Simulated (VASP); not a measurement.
# WO (F-43m) in VASP: a series of runs

WO is run at these levels: PBE+U; tasks: single point, relaxation of cell and atoms.

All numbers are computed with VASP 6.6.1; they aren't measurements. Logs are shortened: lines on timing, memory, paths and dates and some standing lists are left out, and cuts for length are marked.

### Step 1. The cell of the first run

The structure is cubic, space group F-43m (No. 216). Conventional cell: a = 4.761 Å, b = 4.761 Å, c = 4.761 Å, α = 90.00°, β = 90.00°, γ = 90.00°. W (site symmetry -43m) has 4 O at 2.06 Å within 2.7 Å. O (site symmetry -43m) has 4 W at 2.06 Å within 2.7 Å.

### Step 2. Single point, PBE+U

The input, INCAR:

```
SYSTEM = WO
ALGO     = Normal         ! electronic algorithm
EDIFF    = 1E-7           ! SCF threshold, eV
ENCUT    = 520            ! plane-wave cutoff, eV
GGA      = PE             ! functional
ISIF     = 2              ! what is computed and relaxed
ISMEAR   = 0              ! smearing method
LASPH    = .True.         ! aspherical terms in the spheres
LCHARG   = .False.        ! write CHGCAR
LDAU     = .True.         ! DFT+U
LDAUJ    = 0 0          
LDAUL    = 2 -1           ! shell
LDAUPRINT= 1            
LDAUTYPE = 2            
LDAUU    = 6.2 0          ! U, eV
LMAXMIX  = 4              ! l up to which the mixer works
LREAL    = .False.        ! projectors in reciprocal space
LWAVE    = .False.        ! write WAVECAR
NBANDS   = 17             ! bands
NELM     = 150            ! most SCF steps
PREC     = Accurate       ! precision mode
SIGMA    = 0.02           ! smearing width, eV
```

The input, KPOINTS:

```
k-points
0
Gamma
  10 10 10
  0 0 0
```

The input, POSCAR:

```
WO
1.0
    0.0000000000      2.3802715276      2.3802715276
    2.3802715276      0.0000000000      2.3802715276
    2.3802715276      2.3802715276      0.0000000000
W O
1 1
Direct
    0.0000000000      0.0000000000      0.0000000000
    0.2500000000      0.2500000000      0.2500000000
```

Potentials or basis: VASP PAW PBE potentials, release 64 (W_sv, O).

Launch:

```console
> cat potpaw_PBE.64/W_sv/POTCAR potpaw_PBE.64/O/POTCAR > POTCAR
> mpirun -np 1 vasp_std > vasp.out
```

OUTCAR:

```text
SYSTEM = WO
   EDIFF = 1E-7
   ENCUT = 520
   GGA = PE
   ISIF = 2
   ISMEAR = 0
   LASPH = .True.
   LREAL = .False.
   NELM = 150
   PREC = Accurate

 ion  position               nearest neighbor table
   1  0.000  0.000  0.000-   2 2.06   2 2.06   2 2.06   2 2.06
   2  0.250  0.250  0.250-   1 2.06   1 2.06   1 2.06   1 2.06

  LATTYP: Found a face centered cubic cell.
 ALAT       =     4.7605430552

  Lattice vectors:

 A1 = (   0.0000000000,   2.3802715276,   2.3802715276)
 A2 = (   2.3802715276,   0.0000000000,   2.3802715276)
 A3 = (   2.3802715276,   2.3802715276,   0.0000000000)

Analysis of symmetry for initial positions (statically):
=====================================================================
 Subroutine PRICEL returns:
 Original cell was already a primitive cell.

 Routine SETGRP: Setting up the symmetry group for a
 face centered cubic supercell.

 Subroutine GETGRP returns: Found 24 space group operations
 (whereof 24 operations were pure point group operations)
 out of a pool of 48 trial point group operations.

The static configuration has the point symmetry T_d .

Analysis of symmetry for dynamics (positions and initial velocities):
=====================================================================
 Subroutine PRICEL returns:
 Original cell was already a primitive cell.

 Routine SETGRP: Setting up the symmetry group for a
 face centered cubic supercell.

 Subroutine GETGRP returns: Found 24 space group operations
 (whereof 24 operations were pure point group operations)
 out of a pool of 48 trial point group operations.

The dynamic configuration has the point symmetry T_d .

 Subroutine INISYM returns: Found 24 space group operations
 (whereof 24 operations are pure point group operations),
 and found     1 'primitive' translations

----------------------------------------------------------------------------------------

                                     Primitive cell

  volume of cell :      26.9718

  direct lattice vectors                    reciprocal lattice vectors
     0.000000000  2.380271528  2.380271528    -0.210060068  0.210060068  0.210060068
     2.380271528  0.000000000  2.380271528     0.210060068 -0.210060068  0.210060068
     2.380271528  2.380271528  0.000000000     0.210060068  0.210060068 -0.210060068

  length of vectors
     3.366212276  3.366212276  3.366212276     0.363834711  0.363834711  0.363834711

  position of ions in fractional coordinates (direct lattice)
     0.000000000  0.000000000  0.000000000
     0.250000000  0.250000000  0.250000000

  ion indices of the primitive-cell ions
   primitive index   ion index
                 1           1
                 2           2

----------------------------------------------------------------------------------------

 KPOINTS: k-points

Automatic generation of k-mesh.
 Grid dimensions read from file:
 generate k-points for:   10   10   10

 Generating k-lattice:

  Cartesian coordinates                     Fractional coordinates (reciprocal lattice)
    -0.021006007  0.021006007  0.021006007     0.100000000  0.000000000  0.000000000
     0.021006007 -0.021006007  0.021006007     0.000000000  0.100000000  0.000000000
     0.021006007  0.021006007 -0.021006007     0.000000000  0.000000000  0.100000000

  Length of vectors
     0.036383471  0.036383471  0.036383471

  Shift w.r.t. Gamma in fractional coordinates (k-lattice)
     0.000000000  0.000000000  0.000000000

 Subroutine IBZKPT returns following result:
 ===========================================

 Found     47 irreducible k-points:

 Following reciprocal coordinates:
            Coordinates               Weight
  0.000000  0.000000  0.000000      1.000000
  0.100000  0.000000  0.000000      8.000000
  0.200000  0.000000  0.000000      8.000000
  0.300000  0.000000  0.000000      8.000000
  0.400000  0.000000  0.000000      8.000000
  0.500000  0.000000  0.000000      4.000000
[... 16 lines left out ...]
  0.300000  0.300000  0.000000      6.000000
  0.400000  0.300000  0.000000     24.000000
 [... further k-points ...]
   k-points           NKPTS =     47   k-points in BZ     NKDIM =     47   number of bands    NBANDS=     17
   number of dos      NEDOS =    301   number of ions     NIONS =      2
   total plane-waves  NPLWV =  21952
   dimension x,y,z NGX =    28 NGY =   28 NGZ =   28
   dimension x,y,z NGXF=    56 NGYF=   56 NGZF=   56
   ions per type =               1   1
   NGX,Y,Z   is equivalent  to a cutoff of  13.83, 13.83, 13.83 a.u.
   NGXF,Y,Z  is equivalent  to a cutoff of  27.66, 27.66, 27.66 a.u.
 SYSTEM =  WO
   PREC   = accura    normal or accurate (medium, high low for compatibility)
   ISTART =      0    job   : 0-new  1-cont  2-samecut
   ICHARG =      2    charge: 1-file 2-atom 10-const
   ISPIN  =      1    spin polarized calculation?
   LNONCOLLINEAR =      F non collinear calculations
   LSORBIT =      F    spin-orbit coupling
[... 73 lines left out ...]
  o =  0.2749  v =  1.0000  0.0000  0.0000  0.0000  0.0000  0.0000  0.0000  0.0000  0.0000  0.0000      0.0000  0.0000  0.0000  0.0000  0.0000  0.0000  0.0000  0.0000  0.0000  0.0000
  o =  0.3640  v =  0.0000  0.0000  0.0000  0.0000  0.0000  0.0000  0.0000 -0.9828  0.0000  0.1849      0.0000  0.0000  0.0000  0.0000  0.0000  0.0000  0.0000  0.0000  0.0000  0.0000
  o =  0.3640  v =  0.0000  0.0000 -0.9828  0.0000  0.1849  0.0000  0.0000  0.0000  0.0000  0.0000      0.0000  0.0000  0.0000  0.0000  0.0000  0.0000  0.0000  0.0000  0.0000  0.0000
  o =  0.3640  v =  0.0000 -0.0000  0.1849  0.0000  0.9828  0.0000  0.0000  0.0000  0.0000  0.0000      0.0000  0.0000  0.0000  0.0000  0.0000  0.0000  0.0000  0.0000  0.0000  0.0000
  o =  0.3640  v =  0.0000  0.0000  0.0000  0.0000  0.0000  0.0000 -0.0000  0.1849  0.0000  0.9828      0.0000  0.0000  0.0000  0.0000  0.0000  0.0000  0.0000  0.0000  0.0000  0.0000

 number of electron      19.9999998 magnetization

 Free energy of the ion-electron system (eV)
  ---------------------------------------------------
  ext. energy  EPLUGINS =         0.00000000
  ---------------------------------------------------
  free energy    TOTEN  =       -11.43445849 eV

  energy without entropy =      -11.43392160  energy(sigma->0) =      -11.43419004

 E-fermi :   8.8936     XC(G=0): -12.1881

 val. band max:        8.8607983764   @ k =   0.2000   0.1000   0.0000
 cond. band min:       8.9010485891   @ k =  -0.3000   0.1000   0.0000
 fundamental gap:      0.0402502127
 Fermi energy:         8.8935987634

 k-point     1 :       0.0000    0.0000    0.0000
  band No.  band energies     occupation
      1     -67.2781      2.00000
      2     -31.3042      2.00000
      3     -31.3042      2.00000
      4     -31.3042      2.00000
      5     -13.0516      2.00000
      6       0.8553      2.00000
[... 9 lines left out ...]
     16      21.6393      0.00000
     17      21.6393      0.00000

 k-point     2 :       0.1000    0.0000    0.0000
  band No.  band energies     occupation
      1     -67.2770      2.00000
      2     -31.3311      2.00000
      3     -31.3077      2.00000
      4     -31.3077      2.00000
      5     -12.9829      2.00000
      6       0.6863      2.00000
[... 9 lines left out ...]
     16      21.8259      0.00000
     17      21.8259      0.00000

 k-point     3 :       0.2000    0.0000    0.0000
  band No.  band energies     occupation
      1     -67.2742      2.00000
      2     -31.4011      2.00000
      3     -31.3171      2.00000
      4     -31.3171      2.00000
      5     -12.8077      2.00000
      6       0.4260      2.00000
[... 9 lines left out ...]
     16      22.3591      0.00000
     17      22.3591      0.00000

 k-point     4 :       0.3000    0.0000    0.0000
  band No.  band energies     occupation
      1     -67.2707      2.00000
      2     -31.4861      2.00000
      3     -31.3286      2.00000
      4     -31.3286      2.00000
      5     -12.6018      2.00000
      6       0.3580      2.00000
[... 9 lines left out ...]
     16      23.0345      0.00000
     17      23.0345      0.00000
[... 343 lines left out ...]
      1     -67.2695      2.00000
      2     -31.4767      2.00000
      3     -31.3764      2.00000
      4     -31.3281      2.00000
      5     -12.5279      2.00000
      6       0.3826      2.00000
[... 9 lines left out ...]
     16      19.6375      0.00000
     17      24.6602      0.00000

 k-point    23 :       0.3000    0.3000    0.0000
  band No.  band energies     occupation
      1     -67.2682      2.00000
      2     -31.4886      2.00000
      3     -31.3651      2.00000
      4     -31.3651      2.00000
      5     -12.4532      2.00000
      6      -0.1996      2.00000
[... 9 lines left out ...]
     16      20.5994      0.00000
     17      20.5994      0.00000

 k-point    24 :       0.4000    0.3000    0.0000
  band No.  band energies     occupation
      1     -67.2660      2.00000
      2     -31.5271      2.00000
      3     -31.3841      2.00000
      4     -31.3758      2.00000
      5     -12.3282      2.00000
      6      -0.1735      2.00000
[... 9 lines left out ...]
     16      20.8135      0.00000
     17      20.9025      0.00000

 [... further k-points ...]
[... 5 lines left out ...]
  --------------------------------------------------------------------------------------
  -------------------------------------------------------------------------------------
  Total        0.1094203      0.1094203      0.1094203      0.0000000     -0.0000000      0.0000000
  in kB        6.4997835      6.4997835      6.4997835      0.0000000     -0.0000000      0.0000000
  external PRESSURE =       6.4997835 kB  Pullay stress =       0.0000000 kB

 VOLUME and BASIS-vectors are now :
 -----------------------------------------------------------------------------
  energy-cutoff  :      520.00
  volume of cell :       26.97
      direct lattice vectors                 reciprocal lattice vectors
     0.000000000  2.380271528  2.380271528    -0.210060068  0.210060068  0.210060068
     2.380271528  0.000000000  2.380271528     0.210060068 -0.210060068  0.210060068
     2.380271528  2.380271528  0.000000000     0.210060068  0.210060068 -0.210060068

 POSITION                                       TOTAL-FORCE (eV/Angst)
 -----------------------------------------------------------------------------------
      0.00000      0.00000      0.00000         0.000000     -0.000000      0.000000
      1.19014      1.19014      1.19014        -0.000000      0.000000     -0.000000
 -----------------------------------------------------------------------------------
    total drift:                                0.000000      0.000000      0.000000

  FREE ENERGIE OF THE ION-ELECTRON SYSTEM (eV)
  ---------------------------------------------------
  free  energy   TOTEN  =       -11.4344584878 eV

  energy  without entropy=      -11.4339216010  energy(sigma->0) =      -11.43419004
```

It took 14 s on 1 thread of Intel Xeon 6975P-C (Granite Rapids), shared host; peak memory 0.17 GiB.

Results:

- Free energy: -11.4345 eV
- Pressure: 0.6 GPa
- Band gap on the k mesh: zero (band 10 reaches 9.51 eV, above the bottom of band 11 at 8.48 eV)

Levels at points of the mesh, in eV from the Fermi level:
```tsv
k point	band 6	band 7	band 8	band 9	band 10	band 11	band 12	band 13	band 14	band 15
(0.00, 0.00, 0.00)	-8.04	-8.04	-8.04	-3.15	-0.20	-0.20	3.87	3.87	3.87	12.75
(0.50, 0.00, 0.00)	-8.32	-7.58	-7.58	-0.56	0.17	0.17	2.80	2.88	2.88	6.76
(0.50, 0.50, 0.00)	-9.23	-6.71	-6.71	-2.40	-0.43	1.19	2.48	2.48	7.62	7.72
```

Eigenvalues of the final occupation matrices:
| site | spin | trace | eigenvalues |
| --- | --- | --- | --- |
| site 1 d | 1 | 1.55 | 0.27 0.27 0.27 0.36 0.36 |
| site 1 d | 2 | 1.55 | 0.27 0.27 0.27 0.36 0.36 |

Caveat: spin-orbit coupling is left out, which moves the levels of the heavy elements; U without spin polarisation on a metal has little footing.

### Step 3. Single point, PBE+U

This run uses another cell than the first one, of 14.05 Å³/atom, 1.042 times its volume.

The input, INCAR:

```
  PREC = Accurate
  ENCUT = 520
  EDIFF = 1E-7
  ISMEAR = 0
  SIGMA = 0.02
  LREAL = F
  LASPH = T
  NELM = 150
  ALGO = Normal
  ISIF = 2
  LWAVE = F
  LCHARG = F
  LMAXMIX = 4
  LDAU = T
  LDAUTYPE = 2
  LDAUL = 2 -1
  LDAUU = 6.2 0
  LDAUJ = 0 0
  LDAUPRINT = 1
  GGA = PE
  NBANDS = 17
```

The input, KPOINTS:

```
Automatic mesh
0
Gamma
  10 10 10
```

The input, POSCAR:

```
WO
1.0
    0.0000000000      2.4128820392      2.4128820392
    2.4128820392      0.0000000000      2.4128820392
    2.4128820392      2.4128820392      0.0000000000
W O
1 1
Direct
    0.0000000000      0.0000000000      0.0000000000
    0.2500000000      0.2500000000      0.2500000000
```

Potentials or basis: VASP PAW PBE potentials, release 64 (W_sv, O).

Launch:

```console
> cat potpaw_PBE.64/W_sv/POTCAR potpaw_PBE.64/O/POTCAR > POTCAR
> mpirun -np 1 vasp_std > vasp.out
```

Wall time 15 s (1 thread of Intel Xeon 6975P-C (Granite Rapids), shared host); peak memory 0.17 GiB.

The run converged. Its results:

```yaml
Free_energy: -11.4092 eV
Pressure: -7.9 GPa
Band_gap_on_the_k_mesh: zero (band 10 reaches 8.96 eV, above the bottom of band 11 at 7.96 eV)
```

Levels at points of the mesh, in eV from the Fermi level:
| k point | band 6 | band 7 | band 8 | band 9 | band 10 | band 11 | band 12 | band 13 | band 14 | band 15 |
| --- | --- | --- | --- | --- | --- | --- | --- | --- | --- | --- |
| (0.00, 0.00, 0.00) | -7.69 | -7.69 | -7.69 | -3.10 | -0.20 | -0.20 | 3.73 | 3.73 | 3.73 | 12.48 |
| (0.50, 0.00, 0.00) | -8.05 | -7.27 | -7.27 | -0.49 | 0.15 | 0.15 | 2.73 | 2.78 | 2.78 | 6.48 |
| (0.50, 0.50, 0.00) | -8.87 | -6.48 | -6.48 | -2.22 | -0.41 | 1.09 | 2.41 | 2.41 | 7.25 | 7.34 |

Eigenvalues of the final occupation matrices:
| site | spin | trace | eigenvalues |
| --- | --- | --- | --- |
| site 1 d | 1 | 1.53 | 0.27 0.27 0.27 0.37 0.37 |
| site 1 d | 2 | 1.53 | 0.27 0.27 0.27 0.37 0.37 |

Caveat: spin-orbit coupling is left out, which moves the levels of the heavy elements; U without spin polarisation on a metal has little footing.

### Step 4. Single point, PBE+U

This run uses another cell than the first one, of 16.29 Å³/atom, 1.208 times its volume.

The input, INCAR:

```
ALGO = Normal ; EDIFF = 1E-6
ENCUT = 520 ; GGA = PE
ISIF = 2 ; ISMEAR = 0
LASPH = T ; LCHARG = F
LDAU = T ; LDAUJ = 0 0
LDAUL = 2 -1 ; LDAUPRINT = 1
LDAUTYPE = 2 ; LDAUU = 6.2 0
LMAXMIX = 4 ; LREAL = F
LWAVE = F ; NBANDS = 17
NELM = 150 ; PREC = Accurate
SIGMA = 0.02
```

The input, KPOINTS:

```
k-points
0
Gamma
  10 10 10
```

The input, POSCAR:

```
WO
1.0
    0.0000000000      2.5347959512      2.5347959512
    2.5347959512      0.0000000000      2.5347959512
    2.5347959512      2.5347959512      0.0000000000
W O
1 1
Direct
    0.0000000000      0.0000000000      0.0000000000
    0.2500000000      0.2500000000      0.2500000000
```

Launch:

```console
> cat potpaw_PBE.64/W_sv/POTCAR potpaw_PBE.64/O/POTCAR > POTCAR
> mpirun -np 1 vasp_std > vasp.out
```

Run time: 20 s. Hardware: 1 thread of Intel Xeon 6975P-C (Granite Rapids), shared host; peak memory 0.17 GiB.

The run converged. Its results:

```
Free energy            : -10.8828 eV
Pressure               : -26.3 GPa
Band gap on the k mesh : zero (band 10 reaches 6.90 eV, above the bottom of band 11 at 6.14 eV)
```

Levels at points of the mesh, in eV from the Fermi level:
```tsv
k point	band 6	band 7	band 8	band 9	band 10	band 11	band 12	band 13	band 14	band 15
(0.00, 0.00, 0.00)	-6.47	-6.47	-6.47	-2.90	-0.25	-0.25	3.40	3.40	3.40	11.65
(0.50, 0.00, 0.00)	-7.05	-6.18	-6.18	-0.11	0.05	0.05	2.51	2.65	2.65	5.70
(0.50, 0.50, 0.00)	-7.64	-5.61	-5.61	-1.53	-0.37	0.73	2.38	2.38	6.10	6.19
```

Eigenvalues of the final occupation matrices:
```tsv
site	spin	trace	eigenvalues
site 1 d	1	1.49	0.23 0.23 0.23 0.41 0.41
site 1 d	2	1.49	0.23 0.23 0.23 0.41 0.41
```

Caveat: spin-orbit coupling is left out, which moves the levels of the heavy elements; U without spin polarisation on a metal has little footing.

### Step 5. Relaxation of cell and atoms, PBE+U

This run uses another cell than the first one, of 14.05 Å³/atom, 1.042 times its volume.

The input, INCAR:

```
SYSTEM = WO
PREC = Accurate
ENCUT = 600
EDIFF = 1E-7
ISMEAR = 0
SIGMA = 0.02
LREAL = .False.
LASPH = .True.
NELM = 150
ALGO = Normal
ISIF = 3
LWAVE = .False.
LCHARG = .False.
LMAXMIX = 4
LDAU = .True.
LDAUTYPE = 2
LDAUL = 2 -1
LDAUU = 6.2 0
LDAUJ = 0 0
LDAUPRINT = 1
GGA = PE
IBRION = 2
NSW = 80
EDIFFG = -0.01
```

The input, KPOINTS:

```
Automatic mesh
0
Gamma
  10 10 10
  0 0 0
```

The input, POSCAR:

```
WO
1.0
    0.0000000000      2.4128820753      2.4128820753
    2.4128820753      0.0000000000      2.4128820753
    2.4128820753      2.4128820753      0.0000000000
W O
1 1
Direct
    0.0000000000      0.0000000000      0.0000000000
    0.2500000000      0.2500000000      0.2500000000
```

Launch:

```console
> cat potpaw_PBE.64/W_sv/POTCAR potpaw_PBE.64/O/POTCAR > POTCAR
> mpirun -np 1 vasp_std > vasp.out
```

Run time: 36 s. Hardware: 1 thread of AMD EPYC 9R45 (Zen 5), shared host; peak memory 0.15 GiB.

Results (log left out):

```yaml
Free_energy: -11.4391 eV
Relaxed_volume: 13.51 Å³/atom
Relaxed_cell: a = 3.368 Å, b = 3.368 Å, c = 3.368 Å, α = 60.00°, β = 60.00°, γ = 60.00°
Space_group_after_relaxing_to_0.05_Å: F-43m (No. 216)
Energy_gained_by_relaxing: 13.8 meV/atom
Ionic_steps: 4
Pressure_after_relaxing: 0.0 GPa
Band_gap_on_the_k_mesh: zero (band 10 reaches 9.49 eV, above the bottom of band 11 at 8.45 eV)
```

Step by step:
| step | energy change (eV) | largest force (eV/Å) | pressure (GPa) | volume (Å³) |
| --- | --- | --- | --- | --- |
| 1 | 0.0000 | 0.0000 | -7.99 | 28.10 |
| 2 | 0.0553 | 0.0000 | 16.72 | 25.34 |
| 3 | -0.0275 | 0.0000 | -0.15 | 27.05 |
| 4 | -0.0275 | 0.0000 | 0.03 | 27.03 |

Final structure:
```
W O
1.0
     0.00000    2.38187    2.38187
     2.38187    0.00000    2.38187
     2.38187    2.38187    0.00000
W O
1 1
Direct
  0.00000 0.00000 0.00000
  0.25000 0.25000 0.25000
```

Levels at points of the mesh, in eV from the Fermi level:
| k point | band 6 | band 7 | band 8 | band 9 | band 10 | band 11 | band 12 | band 13 | band 14 |
| --- | --- | --- | --- | --- | --- | --- | --- | --- | --- |
| (0.00, 0.00, 0.00) | -8.02 | -8.02 | -8.02 | -3.15 | -0.20 | -0.20 | 3.86 | 3.86 | 3.86 |
| (0.50, 0.00, 0.00) | -8.31 | -7.57 | -7.57 | -0.56 | 0.17 | 0.17 | 2.80 | 2.87 | 2.87 |
| (0.50, 0.50, 0.00) | -9.21 | -6.70 | -6.70 | -2.39 | -0.43 | 1.18 | 2.48 | 2.48 | 7.60 |

Eigenvalues of the final occupation matrices:
```csv
site,spin,trace,eigenvalues
site 1 d,1,1.55,0.27 0.27 0.27 0.36 0.36
site 1 d,2,1.55,0.27 0.27 0.27 0.36 0.36
```

Caveat: spin-orbit coupling is left out, which moves the levels of the heavy elements; U without spin polarisation on a metal has little footing.

### Step 6. The runs side by side

| task | cell | cutoff (eV) | gap on the mesh (eV) | pressure (GPa) |
| --- | --- | --- | --- | --- |
| single point | a = 3.366 Å, angles 60.0°, 2 atoms | 520 | none | 0.6 |
| single point | a = 3.412 Å, angles 60.0°, 2 atoms | 520 | none | -7.9 |
| single point | a = 3.585 Å, angles 60.0°, 2 atoms | 520 | none | -26.3 |
| relaxation of cell and atoms | relaxed from a = 3.412 Å, angles 60.0°, 2 atoms | 600 | none | 0.0 |

Alike in all rows: level PBE+U; potentials or basis VASP PAW PBE potentials, release 64 (W_sv, O); no spin polarisation; W d U = 6.2 eV; k mesh 10 × 10 × 10; smearing gaussian 0.02 eV.

Caveats: spin-orbit coupling is left out, which moves the levels of the heavy elements; U without spin polarisation on a metal has little footing.

Absolute energies hang on the potentials; compare differences alone.
